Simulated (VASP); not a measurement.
Here is a VASP 6.6.1 calculation.

Contents of INCAR:

```
PREC = Accurate ; ENCUT = 520
EDIFF = 1E-7 ; ISMEAR = -1
SIGMA = 0.05 ; LREAL = F
LASPH = T ; NELM = 100
ALGO = Normal ; ISIF = 2
LWAVE = F ; LCHARG = F
GGA = PS ; NBANDS = 30
```

Contents of KPOINTS:

```
Automatic mesh
0
Gamma
  6 6 6
```

POSCAR

```
In3As
1.0
    4.1639495104      0.0000000000      0.0000000000
    0.0000000000      4.1639495104      0.0000000000
    0.0000000000      0.0000000000      4.1639495104
In As
3 1
Direct
    0.5000000000      0.5000000000      0.0000000000
    0.5000000000      0.0000000000      0.5000000000
    0.0000000000      0.5000000000      0.5000000000
    0.0000000000      0.0000000000      0.0000000000
```

Potentials or basis: VASP PAW PBE potentials, release 64 (In_d, As).

The run is started by

```console
$ cat potpaw_PBE.64/In_d/POTCAR potpaw_PBE.64/As/POTCAR > POTCAR
$ mpirun -np 1 vasp_std > vasp.out
```

Estimate the pressure.

30.2 GPa.

Estimate the band gap on the k mesh.

zero (band 22 reaches 12.26 eV, above the bottom of band 23 at 6.45 eV).

Caveat: the PAW data sets were made with another functional, which shifts forces and pressure a little; spin-orbit coupling is left out, which moves the levels of the heavy elements.
